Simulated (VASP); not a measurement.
# Cu12O in VASP: single point with PBE

Aim: the single point of Cu12O with PBE.

Program: VASP 6.6.1. These are calculated values, not measurements. Logs are shortened: lines on timing, memory, paths and dates and some standing lists are left out, and cuts for length are marked.

**1. The cell of the first run**

The cell holds a slab with vacuum, 13 atoms: a = 5.132 Å, b = 5.132 Å, c = 19.028 Å, α = 90.00°, β = 90.00°, γ = 90.00°.

**2. Single point, PBE**

Contents of INCAR:

```
ALGO     = Normal         # electronic algorithm
DIPOL    = 0.5 0.5 0.317
EDIFF    = 1E-7           # SCF threshold, eV
ENCUT    = 520            # plane-wave cutoff, eV
GGA      = PE             # functional
IDIPOL   = 3            
ISIF     = 2              # what is computed and relaxed
ISMEAR   = 0              # smearing method
LASPH    = T              # aspherical terms in the spheres
LCHARG   = F              # write CHGCAR
LDIPOL   = T            
LREAL    = F              # projectors in reciprocal space
LWAVE    = F              # write WAVECAR
NBANDS   = 81             # bands
NELM     = 100            # most SCF steps
PREC     = Accurate       # precision mode
SIGMA    = 0.1            # smearing width, eV
```

Contents of KPOINTS:

```
k-points
0
Gamma
  5 5 1
```

Contents of POSCAR:

```
Cu12O
1.0
    5.1319544654      0.0000000000      0.0000000000
    0.0000000000      5.1319544654      0.0000000000
    0.0000000000      0.0000000000     19.0279314150
Cu O
12 1
Direct
    0.2500000000      0.2500000000      0.2102172807
    0.2500000000      0.7500000000      0.2102172807
    0.7500000000      0.2500000000      0.2102172807
    0.7500000000      0.7500000000      0.2102172807
    0.0000000000      0.0000000000      0.3029241254
    0.0000000000      0.5000000000      0.3029241254
    0.5000000000      0.0000000000      0.3029241254
    0.5000000000      0.5000000000      0.3029241254
    0.2500000000      0.2500000000      0.3956253179
    0.2500000000      0.7500000000      0.3956253179
    0.7500000000      0.2500000000      0.3956253179
    0.7500000000      0.7500000000      0.3956253179
    0.2500000000      0.3333333333      0.4826993209
```

Potentials or basis: VASP PAW PBE potentials, release 64 (Cu, O).

The run is started by

```sh
cat potpaw_PBE.64/Cu/POTCAR potpaw_PBE.64/O/POTCAR > POTCAR
mpirun -np 1 vasp_std > vasp.out
```

OUTCAR:

```text
EDIFF = 1E-7
   ENCUT = 520
   GGA = PE
   ISIF = 2
   ISMEAR = 0
   LASPH = T
   LREAL = F
   NELM = 100
   PREC = Accurate

 ion  position               nearest neighbor table
   1  0.250  0.250  0.210-   5 2.53   6 2.53   7 2.53   8 2.53   2 2.57   3 2.57   2 2.57   3 2.57

   2  0.250  0.750  0.210-   5 2.53   6 2.53   7 2.53   8 2.53   1 2.57   4 2.57   1 2.57   4 2.57

   3  0.750  0.250  0.210-   5 2.53   6 2.53   7 2.53   8 2.53   1 2.57   4 2.57   4 2.57   1 2.57
[... 15 lines left out ...]
  11  0.750  0.250  0.396-   5 2.53   6 2.53   7 2.53   8 2.53   9 2.57  12 2.57  12 2.57   9 2.57

  12  0.750  0.750  0.396-   5 2.53   6 2.53   7 2.53   8 2.53  10 2.57  11 2.57  11 2.57  10 2.57

  13  0.250  0.333  0.483-   9 1.71

  LATTYP: Found a simple tetragonal cell.
 ALAT       =     5.1319544654
 C/A-ratio  =     3.7077358233

  Lattice vectors:

 A1 = (   5.1319544654,   0.0000000000,   0.0000000000)
 A2 = (   0.0000000000,   5.1319544654,   0.0000000000)
 A3 = (   0.0000000000,   0.0000000000,  19.0279314150)

Analysis of symmetry for initial positions (statically):
=====================================================================
 Subroutine PRICEL returns:
 Original cell was already a primitive cell.

 Routine SETGRP: Setting up the symmetry group for a
 simple tetragonal supercell.

 Subroutine GETGRP returns: Found  2 space group operations
 (whereof  1 operations were pure point group operations)
 out of a pool of 16 trial point group operations.

The static configuration has the point symmetry C_1 .
 The point group associated with its full space group is C_1h.

Analysis of symmetry for dynamics (positions and initial velocities):
=====================================================================
 Subroutine PRICEL returns:
 Original cell was already a primitive cell.

 Routine SETGRP: Setting up the symmetry group for a
 simple tetragonal supercell.

 Subroutine GETGRP returns: Found  2 space group operations
 (whereof  1 operations were pure point group operations)
 out of a pool of 16 trial point group operations.

The dynamic configuration has the point symmetry C_1 .
 The point group associated with its full space group is C_1h.

 Subroutine INISYM returns: Found  2 space group operations
 (whereof  1 operations are pure point group operations),
 and found     1 'primitive' translations

[... 118 lines left out ...]
   IMIX   =      4    mixing-type and parameters
     AMIX     =   0.40;   BMIX     =  1.00
     AMIX_MAG =   1.60;   BMIX_MAG =  1.00
  volume/ion in A,a.u.               =      38.55       260.14
  Fermi-wavevector in a.u.,A,eV,Ry     =   1.065080  2.012709 15.434380  1.134395
  Thomas-Fermi vector in A             =   2.200620
   LORBIT       =      0    0 simple, 1 ext, 2 COOP (PROOUT), +10 PAW based schemes
   GGA     = PE    functional components
   LHFCALC =     F    Hartree Fock is set to
   AEXX    =    0.0000 exact exchange contribution
   IVDW    =     0    specifies the selected vdW correction
   LEPSILON=     F    determine dielectric tensor
   LRPA    =     F    only Hartree local field effects (RPA)
 non-spin polarized calculation
 Gauss-broadening in eV      SIGMA  =   0.10
  energy-cutoff  :      520.00
  volume of cell :      501.14
 maximum number of plane-waves:     13595
 NGX is ok and might be reduce to    40
   NGX = 19   NGY = 19   NGZ = 71

 dipolmoment           0.000000      0.000000     -0.329725 electrons x Angstroem

 number of electron     137.9999784 magnetization

 dipolmoment           0.000000      0.000000      0.309425 electrons x Angstroem

 Free energy of the ion-electron system (eV)
  ---------------------------------------------------
  ext. energy  EPLUGINS =         0.00000000
  ---------------------------------------------------
  free energy    TOTEN  =       -44.77165190 eV

  energy without entropy =      -44.71960034  energy(sigma->0) =      -44.74562612

 E-fermi :  -1.6538     XC(G=0):  -4.7557

 val. band max:       -1.6593887546   @ k =   0.4000   0.4000   0.0000
 cond. band min:      -1.6375088367   @ k =   0.2000   0.2000   0.0000
 fundamental gap:      0.0218799179
 Fermi energy:        -1.6538421494

 k-point     1 :       0.0000    0.0000    0.0000
  band No.  band energies     occupation
      1     -18.2888      2.00000
      2     -10.0070      2.00000
      3      -7.4179      2.00000
      4      -6.5455      2.00000
      5      -6.5357      2.00000
      6      -6.3832      2.00000
[... 745 lines left out ...]
     80       4.2100      0.00000
     81       4.2806      0.00000

------------------------ aborting loop because EDIFF is reached ----------------------------------------

 vacuum level on the upper side and lower side of the slab       (xc-potential included)         0.946        -1.117

  FORCE on cell =-STRESS in cart. coord.  units (eV):
  Direction    XX          YY          ZZ          XY          YZ          ZX
  --------------------------------------------------------------------------------------
  -------------------------------------------------------------------------------------
  Total       -3.7200537     -3.7690353      1.4879884      0.0000000      1.1155760      0.0000000
  in kB      -11.8933070    -12.0499050      4.7572169      0.0000000      3.5665850      0.0000000
  external PRESSURE =      -6.3953317 kB  Pullay stress =       0.0000000 kB

 VOLUME and BASIS-vectors are now :
 -----------------------------------------------------------------------------
  energy-cutoff  :      520.00
  volume of cell :      501.14
      direct lattice vectors                 reciprocal lattice vectors
     5.131954465  0.000000000  0.000000000     0.194857536  0.000000000  0.000000000
     0.000000000  5.131954465  0.000000000     0.000000000  0.194857536  0.000000000
     0.000000000  0.000000000 19.027931415     0.000000000  0.000000000  0.052554320

 POSITION                                       TOTAL-FORCE (eV/Angst)
 -----------------------------------------------------------------------------------
      1.28299      1.28299      4.00000         0.000000      0.015030      0.008237
      1.28299      3.84897      4.00000         0.000000     -0.015412     -0.046599
      3.84897      1.28299      4.00000         0.000000     -0.005127     -0.042477
      3.84897      3.84897      4.00000         0.000000      0.004150     -0.034406
      0.00000      0.00000      5.76402         0.043000     -0.002478     -0.082625
      0.00000      2.56598      5.76402        -0.049716     -0.000502     -0.150669
      2.56598      0.00000      5.76402        -0.043000     -0.002478     -0.082625
      2.56598      2.56598      5.76402         0.049716     -0.000502     -0.150669
      1.28299      1.28299      7.52793         0.000000     -0.453788     -0.287132
      1.28299      3.84897      7.52793         0.000000     -0.242948      0.482746
      3.84897      1.28299      7.52793         0.000000      0.018498      0.266656
      3.84897      3.84897      7.52793         0.000000      0.020740     -0.089992
      1.28299      1.71065      9.18477         0.000000      0.664818      0.209554
 -----------------------------------------------------------------------------------
    total drift:                               -0.000000      0.000209      0.000643

  FREE ENERGIE OF THE ION-ELECTRON SYSTEM (eV)
  ---------------------------------------------------
  free  energy   TOTEN  =       -44.7716518998 eV

  energy  without entropy=      -44.7196003397  energy(sigma->0) =      -44.74562612

 vacuum level on the upper side and lower side of the slab         4.934         2.810
```

OSZICAR:

```text
N       E                     dE             d eps       ncg     rms          rms(c)
DAV:   1     0.128257262932E+04    0.12826E+04   -0.57917E+04  1458   0.196E+03
DAV:   2     0.124876766271E+03   -0.11577E+04   -0.11260E+04  1458   0.436E+02
DAV:   3    -0.327347560478E+02   -0.15761E+03   -0.14723E+03  1803   0.207E+02
DAV:   4    -0.569738218095E+02   -0.24239E+02   -0.21840E+02  2257   0.724E+01
[... 27 lines left out ...]
DAV:  32    -0.447716508963E+02   -0.34429E-05   -0.47282E-07  1330   0.822E-03    0.581E-04
DAV:  33    -0.447716515045E+02   -0.60817E-06   -0.14256E-07  1059   0.350E-03    0.763E-04
DAV:  34    -0.447716517437E+02   -0.23923E-06   -0.47188E-08   948   0.297E-03    0.662E-04
DAV:  35    -0.447716518826E+02   -0.13890E-06   -0.39381E-08   954   0.199E-03    0.127E-04
DAV:  36    -0.447716518998E+02   -0.17226E-07   -0.16242E-08   923   0.122E-03
   1 F= -.44771652E+02 E0= -.44745626E+02  d E =-.520516E-01
```

stdout:

```text
POSCAR found type information on POSCAR CuO
 POSCAR found :  2 types and      13 ions
 scaLAPACK will be used
 LDA part: xc-table for (Slater+PW92), standard interpolation
 POSCAR, INCAR and KPOINTS ok, starting setup
 FFT: planning ... GRIDC
 FFT: planning ... GRID_SOFT
 FFT: planning ... GRID
 WAVECAR not read
 entering main loop
```

It took 21 min on 1 thread of Intel Xeon Platinum 8488C (Sapphire Rapids), shared host; peak memory 0.65 GiB.

What came out:

```yaml
Free_energy: -44.7717 eV
Largest_force: 0.697 eV/Å
Band_gap_on_the_k_mesh: zero (bands 69 and 70 overlap by 0.62 eV)
```

Forces on the atoms (eV/Å):
```
Cu   0.000  0.015  0.008
Cu   0.000 -0.015 -0.047
Cu   0.000 -0.005 -0.042
Cu   0.000  0.004 -0.034
Cu   0.043 -0.002 -0.083
Cu  -0.050 -0.001 -0.151
Cu  -0.043 -0.002 -0.083
Cu   0.050 -0.001 -0.151
Cu   0.000 -0.454 -0.287
Cu   0.000 -0.243  0.483
Cu   0.000  0.018  0.267
Cu   0.000  0.021 -0.090
O    0.000  0.665  0.210
```
